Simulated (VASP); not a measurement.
# Ti (P6_3/mmc) in VASP: single point with PBE

Aim: the single point of Ti with PBE.

All numbers are computed with VASP 6.6.1; they aren't measurements. Logs are shortened: lines on timing, memory, paths and dates and some standing lists are left out, and cuts for length are marked.

## Step 1: The cell of the first run

Symmetry: P6_3/mmc, No. 194, hexagonal system. Conventional cell: a = 2.939 Å, b = 2.939 Å, c = 4.649 Å, α = 90.00°, β = 90.00°, γ = 120.00°. Within 3.8 Å of Ti (site symmetry -6m2) lie 12 Ti at 2.88 to 2.94 Å.

## Step 2: Single point, PBE

Input file INCAR:

```
SYSTEM = Ti
ALGO = Normal
EDIFF = 1E-6
ENCUT = 520
GGA = PE
ISIF = 2
ISMEAR = 1
KPAR = 2
LASPH = .True.
LCHARG = .False.
LREAL = Auto
LWAVE = .False.
NBANDS = 240
NCORE = 2
NELM = 80
PREC = Accurate
SIGMA = 0.1
```

Input file KPOINTS:

```
k-points
0
Gamma
  2 2 2
  0 0 0
```

Input file POSCAR:

```
Ti
1.0
    8.8180724681      0.0000000867      0.0000000000
   -4.4090363091      7.6366747264      0.0000000000
    0.0000000000      0.0000000000      9.2970418656
Ti
36
Direct
    0.1111111111      0.2222222222      0.1250000000
    0.2222222222      0.1111111111      0.3750000000
    0.1111111111      0.2222222222      0.6250000000
    0.2222222222      0.1111111111      0.8750000000
    0.1111111111      0.5555555556      0.1250000000
    0.2222222222      0.4444444444      0.3750000000
    0.1111111111      0.5555555556      0.6250000000
    0.2222222222      0.4444444444      0.8750000000
    0.1111111111      0.8888888889      0.1250000000
    0.2222222222      0.7777777778      0.3750000000
    0.1111111111      0.8888888889      0.6250000000
    0.2222222222      0.7777777778      0.8750000000
    0.4444444444      0.2222222222      0.1250000000
    0.5555555556      0.1111111111      0.3750000000
    0.4444444444      0.2222222222      0.6250000000
    0.5555555556      0.1111111111      0.8750000000
    0.4444444444      0.5555555556      0.1250000000
    0.5555555556      0.4444444444      0.3750000000
    0.4444444444      0.5555555556      0.6250000000
    0.5555555556      0.4444444444      0.8750000000
    0.4444444444      0.8888888889      0.1250000000
    0.5555555556      0.7777777778      0.3750000000
    0.4444444444      0.8888888889      0.6250000000
    0.5555555556      0.7777777778      0.8750000000
    0.7777777778      0.2222222222      0.1250000000
    0.8888888889      0.1111111111      0.3750000000
    0.7777777778      0.2222222222      0.6250000000
    0.8888888889      0.1111111111      0.8750000000
    0.7777777778      0.5555555556      0.1250000000
    0.8888888889      0.4444444444      0.3750000000
    0.7777777778      0.5555555556      0.6250000000
    0.8888888889      0.4444444444      0.8750000000
    0.7777777778      0.8888888889      0.1250000000
    0.8888888889      0.7777777778      0.3750000000
    0.7777777778      0.8888888889      0.6250000000
    0.8888888889      0.7777777778      0.8750000000
```

Potentials or basis: VASP PAW PBE potentials, release 64 (Ti_sv).

Launch:

```console
> cat potpaw_PBE.64/Ti_sv/POTCAR > POTCAR
> mpirun -np 4 vasp_std > vasp.out
```

OUTCAR:

```text
SYSTEM = Ti
   EDIFF = 1E-6
   ENCUT = 520
   GGA = PE
   ISIF = 2
   ISMEAR = 1
   LASPH = .True.
   LREAL = Auto
   NELM = 80
   PREC = Accurate

 ion  position               nearest neighbor table
   1  0.111  0.222  0.125-   6 2.88   8 2.88   2 2.88   4 2.88  26 2.88  28 2.88
   2  0.222  0.111  0.375-   9 2.88  11 2.88   1 2.88   3 2.88  13 2.88  15 2.88
   3  0.111  0.222  0.625-   6 2.88   8 2.88   2 2.88   4 2.88  26 2.88  28 2.88
   4  0.222  0.111  0.875-   9 2.88  11 2.88   1 2.88   3 2.88  13 2.88  15 2.88
   5  0.111  0.556  0.125-  10 2.88  12 2.88  30 2.88  32 2.88   6 2.88   8 2.88
   6  0.222  0.444  0.375-   1 2.88   3 2.88  17 2.88  19 2.88   5 2.88   7 2.88
[... 37 lines left out ...]
 A1 = (   8.8180724681,   0.0000000867,   0.0000000000)
 A2 = (  -4.4090363091,   7.6366747264,   0.0000000000)
 A3 = (   0.0000000000,   0.0000000000,   9.2970418656)

Analysis of symmetry for initial positions (statically):
=====================================================================
 Subroutine PRICEL returns following result:

  LATTYP: Found a hexagonal cell.
 ALAT       =     2.9393574891
 C/A-ratio  =     1.5814751864

  Lattice vectors:

 A1 = (   2.9393574891,   0.0000000289,   0.0000000000)
 A2 = (  -1.4696787696,   2.5455582419,   0.0000000000)
 A3 = (   0.0000000000,   0.0000000000,   4.6485209328)

  18 primitive cells build up your supercell.

 Routine SETGRP: Setting up the symmetry group for a
 hexagonal supercell.

 Subroutine GETGRP returns: Found 24 space group operations
 (whereof 12 operations were pure point group operations)
 out of a pool of 24 trial point group operations.

The static configuration has the point symmetry D_3d.
 The point group associated with its full space group is D_6h.

Analysis of symmetry for dynamics (positions and initial velocities):
=====================================================================
 Subroutine PRICEL returns following result:

  LATTYP: Found a hexagonal cell.
 ALAT       =     2.9393574891
 C/A-ratio  =     1.5814751864

  Lattice vectors:

 A1 = (   2.9393574891,   0.0000000289,   0.0000000000)
 A2 = (  -1.4696787696,   2.5455582419,   0.0000000000)
 A3 = (   0.0000000000,   0.0000000000,   4.6485209328)

  18 primitive cells build up your supercell.

 Routine SETGRP: Setting up the symmetry group for a
 hexagonal supercell.

 Subroutine GETGRP returns: Found 24 space group operations
[... 87 lines left out ...]
   IBRION =     -1    ionic relax: 0-MD 1-quasi-New 2-CG
   NFREE  =      0    steps in history (QN), initial steepest desc. (CG)
   ISIF   =      2    stress and relaxation
   ISYM   =      2    0-nonsym 1-usesym 2-fastsym
   POTIM  = 0.5000    time-step for ionic-motion
   TEBEG  =    0.0;   TEEND  =   0.0 temperature during run
   PSTRESS=    0.0 pullay stress
   NELECT =     432.0000    total number of electrons
   NUPDOWN=      -1.0000    fix difference up-down
   EMIN   =  10.00;   EMAX   =-10.00  energy-range for DOS
   EFERMI =   0.00;   METHOD = LEGACY
   ISMEAR =     1;   SIGMA  =   0.10  broadening in eV -4-tet -1-fermi 0-gaus
   EFERMI_NEDOS =   21; number of points for ismear=-14 and -15
   IALGO  =     38    algorithm
   IMIX   =      4    mixing-type and parameters
     AMIX     =   0.40;   BMIX     =  1.00
     AMIX_MAG =   1.60;   BMIX_MAG =  1.00
  volume/ion in A,a.u.               =      17.39       117.36
  Fermi-wavevector in a.u.,A,eV,Ry     =   1.446645  2.733762 28.474006  2.092780
  Thomas-Fermi vector in A             =   2.564690
   LORBIT       =      0    0 simple, 1 ext, 2 COOP (PROOUT), +10 PAW based schemes
   GGA     = PE    functional components
   LHFCALC =     F    Hartree Fock is set to
   AEXX    =    0.0000 exact exchange contribution
   IVDW    =     0    specifies the selected vdW correction
   LEPSILON=     F    determine dielectric tensor
   LRPA    =     F    only Hartree local field effects (RPA)
 non-spin polarized calculation
 Methfessel and Paxton  Order N= 1 SIGMA  =   0.10
  energy-cutoff  :      520.00
  volume of cell :      626.07
 maximum number of plane-waves:     16954
 NGX is ok and might be reduce to    70
   NGX = 33   NGY = 33   NGZ = 35

 number of electron     432.0000110 magnetization

 Free energy of the ion-electron system (eV)
  ---------------------------------------------------
  ext. energy  EPLUGINS =         0.00000000
  ---------------------------------------------------
  free energy    TOTEN  =      -281.77082398 eV

  energy without entropy =     -281.76232162  energy(sigma->0) =     -281.76798986

 E-fermi :   8.4115     XC(G=0): -11.4899

 val. band max:        8.4113378542   @ k =   0.5000  -0.0000   0.5000
 cond. band min:       8.4163954266   @ k =   0.0000   0.0000   0.0000
 fundamental gap:      0.0050575724
 Fermi energy:         8.4115179775

 k-point     1 :       0.0000    0.0000    0.0000
  band No.  band energies     occupation
      1     -48.5287      2.00000
      2     -48.4607      2.00000
      3     -48.4607      2.00000
      4     -48.4469      2.00000
      5     -48.4469      2.00000
      6     -48.4469      2.00000
[... 913 lines left out ...]
    227       8.6781     -0.00107
    228       8.6785     -0.00105
 [bands above 228 left out]

------------------------ aborting loop because EDIFF is reached ----------------------------------------

  FORCE on cell =-STRESS in cart. coord.  units (eV):
  Direction    XX          YY          ZZ          XY          YZ          ZX
  --------------------------------------------------------------------------------------
  -------------------------------------------------------------------------------------
  Total       -2.5062281     -2.5062281      0.7922010     -0.0000000     -0.0000000      0.0000000
  in kB       -6.4136969     -6.4136969      2.0273243     -0.0000000     -0.0000000      0.0000000
  external PRESSURE =      -3.6000232 kB  Pullay stress =       0.0000000 kB

 VOLUME and BASIS-vectors are now :
 -----------------------------------------------------------------------------
  energy-cutoff  :      520.00
  volume of cell :      626.07
      direct lattice vectors                 reciprocal lattice vectors
     8.818072468  0.000000087  0.000000000     0.113403467  0.065473524  0.000000000
    -4.409036309  7.636674726  0.000000000    -0.000000001  0.130947046  0.000000000
     0.000000000  0.000000000  9.297041866     0.000000000  0.000000000  0.107561095

 POSITION                                       TOTAL-FORCE (eV/Angst)
 -----------------------------------------------------------------------------------
     -0.00000      1.69704      1.16213         0.000000     -0.000000     -0.000000
      1.46968      0.84852      3.48639        -0.000000      0.000000     -0.000000
     -0.00000      1.69704      5.81065         0.000000      0.000000     -0.000000
      1.46968      0.84852      8.13491        -0.000000      0.000000      0.000000
     -1.46968      4.24260      1.16213         0.000000     -0.000000     -0.000000
     -0.00000      3.39408      3.48639        -0.000000     -0.000000     -0.000000
[... 28 lines left out ...]
      2.93936      6.78816      5.81065         0.000000      0.000000      0.000000
      4.40904      5.93964      8.13491        -0.000000     -0.000000      0.000000
 -----------------------------------------------------------------------------------
    total drift:                                0.000000      0.000000      0.000000

  FREE ENERGIE OF THE ION-ELECTRON SYSTEM (eV)
  ---------------------------------------------------
  free  energy   TOTEN  =      -281.7708239835 eV

  energy  without entropy=     -281.7623216173  energy(sigma->0) =     -281.76798986
```

OSZICAR:

```text
N       E                     dE             d eps       ncg     rms          rms(c)
DAV:   1     0.681458079824E+04    0.68146E+04   -0.21406E+05  1944   0.227E+03
DAV:   2     0.749403361786E+03   -0.60652E+04   -0.60034E+04  1920   0.745E+02
DAV:   3    -0.107813416143E+03   -0.85722E+03   -0.82748E+03  2856   0.236E+02
DAV:   4    -0.295728562232E+03   -0.18792E+03   -0.18423E+03  2824   0.824E+01
DAV:   5    -0.318202386123E+03   -0.22474E+02   -0.22202E+02  3000   0.257E+01    0.500E+01
DAV:   6    -0.280765720701E+03    0.37437E+02   -0.14809E+02  2424   0.414E+01    0.127E+01
DAV:   7    -0.281220400170E+03   -0.45468E+00   -0.22197E+01  2584   0.965E+00    0.946E+00
DAV:   8    -0.281945905789E+03   -0.72551E+00   -0.65572E+00  2424   0.852E+00    0.339E+00
DAV:   9    -0.281755290334E+03    0.19062E+00   -0.15140E+00  2376   0.353E+00    0.686E-01
DAV:  10    -0.281766238958E+03   -0.10949E-01   -0.21753E-01  2952   0.762E-01    0.558E-01
DAV:  11    -0.281770830608E+03   -0.45917E-02   -0.20803E-02  2296   0.338E-01    0.185E-01
DAV:  12    -0.281770695455E+03    0.13515E-03   -0.76284E-03  2488   0.198E-01    0.337E-02
DAV:  13    -0.281770788465E+03   -0.93011E-04   -0.11220E-03  2528   0.564E-02    0.147E-02
DAV:  14    -0.281770809301E+03   -0.20836E-04   -0.26921E-04  2464   0.206E-02    0.496E-03
DAV:  15    -0.281770822230E+03   -0.12929E-04   -0.52830E-05  2024   0.671E-03    0.293E-03
DAV:  16    -0.281770824105E+03   -0.18746E-05   -0.66211E-06  1320   0.248E-03    0.119E-03
DAV:  17    -0.281770823984E+03    0.12128E-06    0.28084E-06  1272   0.147E-03
   1 F= -.28177082E+03 E0= -.28176799E+03  d E =-.850237E-02
```

Run time: 11 min. Hardware: 4 MPI ranks of AMD EPYC 7R43 (Zen 3), shared host; peak memory 0.52 GiB.

What came out:

```
Free energy            : -281.7708 eV
Pressure               : -0.4 GPa
Band gap on the k mesh : zero (bands 216 and 217 overlap by 0.06 eV)
```

Caveat: the k points lie up to 0.41 Å⁻¹ apart.
